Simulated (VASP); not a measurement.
# HfO2: single point with PBE

The system is HfO2.

```
Hf O
1.0
     3.60430    0.00000    0.00000
     0.00000    3.60430    0.00000
     0.00000    0.00000    5.26397
Hf O
2 4
Direct
  0.50000 0.43757 0.45726
  0.00000 0.00000 0.00000
  0.00000 0.50000 0.69325
  0.50000 0.00000 0.80675
  0.50000 0.00000 0.30675
  0.00000 0.50000 0.19325
```

This cell differs from its parent crystal: atom 1 (Hf) moved by (-0.225, -0.225) A along y and z.

```
Program                : VASP 6.6.1
Task                   : single point
Functional             : PBE
Potentials or basis    : VASP PAW PBE potentials, release 64 (Hf_pv, O)
Cutoff                 : 520 eV
k mesh                 : 6 × 6 × 4
Occupations            : gaussian, width 0.05 eV
Spin                   : no spin polarisation
Dipole correction      : no
Further INCAR settings : ALGO = Normal; EDIFF = 1e-06; NBANDS = 31
```

- Pressure: 5.0 GPa
- Largest force: 8.983 eV/Å
- Band gap on the k mesh: 3.73 eV (least direct gap 3.80 eV)

Forces in eV/Å, atoms in the order of the input:
```
Hf   0.000  6.035  6.654
Hf   0.000 -0.116 -3.342
O    0.000 -0.527 -1.084
O    0.000  0.536  0.752
O    0.000 -5.654 -3.250
O    0.000 -0.273  0.269
```

Stress tensor (GPa, compression positive):
```
-8.79  0.00  0.00
 0.00 23.21 12.67
 0.00 12.67  0.56
```

Levels at points of the mesh, in eV from the valence-band top:
| k point | band 20 | band 21 | band 22 | band 23 | band 24 | band 25 |
| --- | --- | --- | --- | --- | --- | --- |
| (0.00, 0.00, 0.00) | -1.24 | -0.78 | -0.06 | 3.73 | 3.87 | 4.81 |
| (0.50, 0.00, 0.00) | -1.79 | -1.00 | -0.98 | 4.00 | 4.47 | 5.10 |
| (0.00, 0.50, 0.00) | -2.00 | -0.79 | -0.67 | 3.89 | 4.20 | 4.89 |
| (0.50, 0.50, 0.00) | -1.38 | -0.92 | -0.43 | 4.67 | 4.79 | 5.30 |
| (0.00, 0.00, 0.50) | -1.94 | -0.87 | 0.00 | 4.15 | 4.56 | 4.89 |
| (0.50, 0.00, 0.50) | -1.82 | -1.56 | -1.50 | 4.33 | 4.61 | 4.67 |
| (0.00, 0.50, 0.50) | -1.72 | -1.27 | -1.17 | 3.85 | 4.01 | 4.48 |
| (0.50, 0.50, 0.50) | -2.13 | -0.70 | -0.15 | 4.35 | 4.82 | 5.55 |

Run time: 3 min on 1 thread of Intel Xeon 8259CL (shared host), peak memory 0.24 GiB.

Caveat: the cell differs from its parent crystal (atom 1 (Hf) moved by (-0.225, -0.225) A along y and z); the cell stands under pressure; spin-orbit coupling is left out, which moves the levels of the heavy elements; forces of over 1 eV/Å act on the atoms, so gaps and moduli don't describe the material at rest. A k mesh can miss the band edges.
